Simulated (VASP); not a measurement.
# HgTe (F-43m) in VASP: single point with PBE-based global hybrid with 50 % exact exchange

Aim: the single point of HgTe with PBE-based global hybrid with 50 % exact exchange.

Program: VASP 6.6.1. These are calculated values, not measurements. Logs are shortened: lines on timing, memory, paths and dates and some standing lists are left out, and cuts for length are marked.

## (1) The cell of the first run

It takes space group F-43m (No. 216, cubic). Conventional cell: a = 6.429 Å, b = 6.429 Å, c = 6.429 Å, α = 90.00°, β = 90.00°, γ = 90.00°. Within 3.7 Å of Hg (site symmetry -43m) lie 4 Te at 2.78 Å. Within 3.7 Å of Te (site symmetry -43m) lie 4 Hg at 2.78 Å.

## (2) Single point, PBE-based global hybrid with 50 % exact exchange

POSCAR

```
HgTe
1.0
    0.0000000000      3.2145000000      3.2145000000
    3.2145000000      0.0000000000      3.2145000000
    3.2145000000      3.2145000000      0.0000000000
Hg Te
1 1
Direct
    0.0000000000      0.0000000000      0.0000000000
    0.7500000000      0.7500000000      0.7500000000
```

INCAR.step1

```
PREC = Accurate
ENCUT = 520
EDIFF = 1E-5
ISMEAR = -1
SIGMA = 0.05
LREAL = F
LASPH = T
NELM = 100
ALGO = Normal
ISIF = 2
LWAVE = T
LCHARG = F
NBANDS = 16
GGA = PE
```

INCAR.step2

```
PREC = Accurate
ENCUT = 520
EDIFF = 1E-6
ISMEAR = -1
SIGMA = 0.05
LREAL = F
LASPH = T
NELM = 100
ALGO = Normal
ISIF = 2
LWAVE = F
LCHARG = F
GGA = PE
LHFCALC = T
AEXX = 0.5
PRECFOCK = Normal
NBANDS = 16
ISTART = 1
```

KPOINTS

```
regular mesh
0
Gamma
  4 4 4
```

Potentials or basis: VASP PAW PBE potentials, release 64 (Hg, Te).

On the command line:

```
$ cat potpaw_PBE.64/Hg/POTCAR potpaw_PBE.64/Te/POTCAR > POTCAR
$ cp INCAR.step1 INCAR
$ mpirun -np 1 vasp_std > vasp.out
$ cp INCAR.step2 INCAR
$ mpirun -np 1 vasp_std > vasp.out
```

OUTCAR:

```text
PREC = Accurate
   ENCUT = 520
   EDIFF = 1E-6
   ISMEAR = -1
   LREAL = F
   LASPH = T
   NELM = 100
   ISIF = 2
   GGA = PE
   LHFCALC = T
   AEXX = 0.5
   PRECFOCK = Normal
   ISTART = 1

 ion  position               nearest neighbor table
   1  0.000  0.000  0.000-   2 2.78   2 2.78   2 2.78   2 2.78
   2  0.750  0.750  0.750-   1 2.78   1 2.78   1 2.78   1 2.78

  LATTYP: Found a face centered cubic cell.
 ALAT       =     6.4290000000

  Lattice vectors:

 A1 = (   0.0000000000,   3.2145000000,   3.2145000000)
 A2 = (   3.2145000000,   0.0000000000,   3.2145000000)
 A3 = (   3.2145000000,   3.2145000000,   0.0000000000)

Analysis of symmetry for initial positions (statically):
=====================================================================
 Subroutine PRICEL returns:
 Original cell was already a primitive cell.

 Routine SETGRP: Setting up the symmetry group for a
 face centered cubic supercell.

 Subroutine GETGRP returns: Found 24 space group operations
 (whereof 24 operations were pure point group operations)
 out of a pool of 48 trial point group operations.

The static configuration has the point symmetry T_d .

Analysis of symmetry for dynamics (positions and initial velocities):
=====================================================================
 Subroutine PRICEL returns:
 Original cell was already a primitive cell.

 Routine SETGRP: Setting up the symmetry group for a
 face centered cubic supercell.

 Subroutine GETGRP returns: Found 24 space group operations
 (whereof 24 operations were pure point group operations)
 out of a pool of 48 trial point group operations.

The dynamic configuration has the point symmetry T_d .

 Subroutine INISYM returns: Found 24 space group operations
 (whereof 24 operations are pure point group operations),
 and found     1 'primitive' translations

----------------------------------------------------------------------------------------

                                     Primitive cell

  volume of cell :      66.4309

  direct lattice vectors                    reciprocal lattice vectors
     0.000000000  3.214500000  3.214500000    -0.155545186  0.155545186  0.155545186
     3.214500000  0.000000000  3.214500000     0.155545186 -0.155545186  0.155545186
     3.214500000  3.214500000  0.000000000     0.155545186  0.155545186 -0.155545186

  length of vectors
     4.545989496  4.545989496  4.545989496     0.269412165  0.269412165  0.269412165
[... 70 lines left out ...]
   ISIF   =      2    stress and relaxation
   ISYM   =      3    0-nonsym 1-usesym 2-fastsym
   POTIM  = 0.5000    time-step for ionic-motion
   TEBEG  =    0.0;   TEEND  =   0.0 temperature during run
   PSTRESS=    0.0 pullay stress
   NELECT =      18.0000    total number of electrons
   NUPDOWN=      -1.0000    fix difference up-down
   EMIN   =  10.00;   EMAX   =-10.00  energy-range for DOS
   EFERMI =   0.00;   METHOD = LEGACY
   ISMEAR =    -1;   SIGMA  =   0.05  broadening in eV -4-tet -1-fermi 0-gaus
   EFERMI_NEDOS =   21; number of points for ismear=-14 and -15
   IALGO  =     38    algorithm
   IMIX   =      1    mixing-type and parameters
     AMIX     =   0.40;   BMIX     =  1.00
     AMIX_MAG =   1.60;   BMIX_MAG =  1.00
  volume/ion in A,a.u.               =      33.22       224.15
  Fermi-wavevector in a.u.,A,eV,Ry     =   1.059357  2.001894 15.268958  1.122237
  Thomas-Fermi vector in A             =   2.194699
   LORBIT       =      0    0 simple, 1 ext, 2 COOP (PROOUT), +10 PAW based schemes
   GGA     = PE    functional components
   LHFCALC =     T    Hartree Fock is set to
   PRECFOCK=normal    Normal, Fast or Accurate (Low or Medium for compatibility)
   ENCUT4O =  -1.0   cutoff for four orbital integrals eV
   NKREDX  =     1    reduce k-point grid by
   NKREDY  =     1    reduce k-point grid by
   NKREDZ  =     1    reduce k-point grid by
   AEXX    =    0.5000 exact exchange contribution
   HFSCREEN=    0.0000 screening length (either q_TF or 0.3 A-1)
   HFSCREENC=   0.0000 screening length for correlation (either q_TF or 0.3 A-1)
   ENCUTFOCK=  -1.0 apply spherical cutoff to Coloumb kernel
   IVDW    =     0    specifies the selected vdW correction
   LEPSILON=     F    determine dielectric tensor
   LRPA    =     F    only Hartree local field effects (RPA)
 non-spin polarized calculation
  energy-cutoff  :      520.00
  volume of cell :       66.43
 maximum number of plane-waves:      1812
 NGX is ok and might be reduce to    36
  NGX = 28; NGY = 28; NGZ = 28

 number of electron      18.0000000 magnetization

 Free energy of the ion-electron system (eV)
  ---------------------------------------------------
  ext. energy  EPLUGINS =         0.00000000
  ---------------------------------------------------
  free energy    TOTEN  =        -7.28634193 eV

  energy without entropy =       -7.28634193  energy(sigma->0) =       -7.28634193

 E-fermi :   2.6372     XC(G=0):  -5.1320

 val. band max:        1.5469843146   @ k =   0.0000   0.0000   0.0000
 cond. band min:       3.7416787539   @ k =   0.0000   0.0000   0.0000
 fundamental gap:      2.1946944392
 Fermi energy:         2.6371930483

 k-point     1 :       0.0000    0.0000    0.0000
  band No.  band energies     occupation
      1     -12.6640      2.00000
      2      -8.1529      2.00000
      3      -8.1529      2.00000
      4      -8.1529      2.00000
      5      -7.5778      2.00000
      6      -7.5778      2.00000
[... 129 lines left out ...]
      3      -7.8698      2.00000
      4      -7.6397      2.00000
      5      -7.6017      2.00000
      6      -6.7583      2.00000
[... 8 lines left out ...]
     15      16.3682      0.00000
     16      16.4118      0.00000

------------------------ aborting loop because EDIFF is reached ----------------------------------------

  FORCE on cell =-STRESS in cart. coord.  units (eV):
  Direction    XX          YY          ZZ          XY          YZ          ZX
  --------------------------------------------------------------------------------------
  -------------------------------------------------------------------------------------
  Total        0.4802095      0.4802095      0.4802095     -0.0000000     -0.0000000     -0.0000000
  in kB       11.5816664     11.5816664     11.5816664     -0.0000000     -0.0000000     -0.0000000
  external PRESSURE =      11.5816664 kB  Pullay stress =       0.0000000 kB

 VOLUME and BASIS-vectors are now :
 -----------------------------------------------------------------------------
  energy-cutoff  :      520.00
  volume of cell :       66.43
      direct lattice vectors                 reciprocal lattice vectors
     0.000000000  3.214500000  3.214500000    -0.155545186  0.155545186  0.155545186
     3.214500000  0.000000000  3.214500000     0.155545186 -0.155545186  0.155545186
     3.214500000  3.214500000  0.000000000     0.155545186  0.155545186 -0.155545186

 POSITION                                       TOTAL-FORCE (eV/Angst)
 -----------------------------------------------------------------------------------
      0.00000      0.00000      0.00000        -0.000000      0.000000     -0.000000
      4.82175      4.82175      4.82175         0.000000     -0.000000      0.000000
 -----------------------------------------------------------------------------------
    total drift:                                0.000028      0.000029      0.000020

  FREE ENERGIE OF THE ION-ELECTRON SYSTEM (eV)
  ---------------------------------------------------
  free  energy   TOTEN  =        -7.2863419276 eV

  energy  without entropy=       -7.2863419275  energy(sigma->0) =       -7.28634193
```

OUTCAR.step1:

```text
PREC = Accurate
   ENCUT = 520
   EDIFF = 1E-5
   ISMEAR = -1
   LREAL = F
[... 355 lines left out ...]
      0.00000      0.00000      0.00000        -0.000000     -0.000000     -0.000000
      4.82175      4.82175      4.82175         0.000000      0.000000      0.000000
 -----------------------------------------------------------------------------------
    total drift:                                0.000000      0.000000      0.000000

  FREE ENERGIE OF THE ION-ELECTRON SYSTEM (eV)
  ---------------------------------------------------
  free  energy   TOTEN  =        -3.4618700042 eV

  energy  without entropy=       -3.4588842624  energy(sigma->0) =       -3.46037713
```

OSZICAR.step1:

```text
N       E                     dE             d eps       ncg     rms          rms(c)
DAV:   1     0.103898574161E+03    0.10390E+03   -0.83223E+03   256   0.991E+02
DAV:   2    -0.196767513619E-01   -0.10392E+03   -0.97606E+02   280   0.230E+02
DAV:   3    -0.365478503350E+01   -0.36351E+01   -0.36251E+01   304   0.440E+01
DAV:   4    -0.368803576370E+01   -0.33251E-01   -0.33247E-01   376   0.380E+00
DAV:   5    -0.368812253413E+01   -0.86770E-04   -0.86770E-04   336   0.182E-01    0.797E+00
DAV:   6    -0.347102780571E+01    0.21709E+00   -0.42622E-01   288   0.875E+00    0.625E+00
DAV:   7    -0.346238515565E+01    0.86427E-02   -0.11284E-01   280   0.227E+00    0.226E+00
DAV:   8    -0.346173296992E+01    0.65219E-03   -0.12310E-02   312   0.127E+00    0.579E-01
DAV:   9    -0.346180802641E+01   -0.75056E-04   -0.78967E-04   304   0.329E-01    0.144E-01
DAV:  10    -0.346185084044E+01   -0.42814E-04   -0.10302E-04   280   0.882E-02    0.495E-02
DAV:  11    -0.346187253740E+01   -0.21697E-04   -0.46938E-05   288   0.508E-02    0.427E-02
DAV:  12    -0.346187000416E+01    0.25332E-05   -0.49249E-06   224   0.204E-02
   1 F= -.34618700E+01 E0= -.34603771E+01  d E =-.298574E-02
```

Wall time 23 min (1 thread of AMD EPYC, shared host); peak memory 0.18 GiB.

Results:

- Free energy: -7.2863 eV
- Pressure: 1.2 GPa
- Band gap on the k mesh: 2.19 eV

Caveat: the k points lie up to 0.42 Å⁻¹ apart; the PAW data sets were made with another functional, which shifts forces and pressure a little; spin-orbit coupling is left out, which moves the levels of the heavy elements.
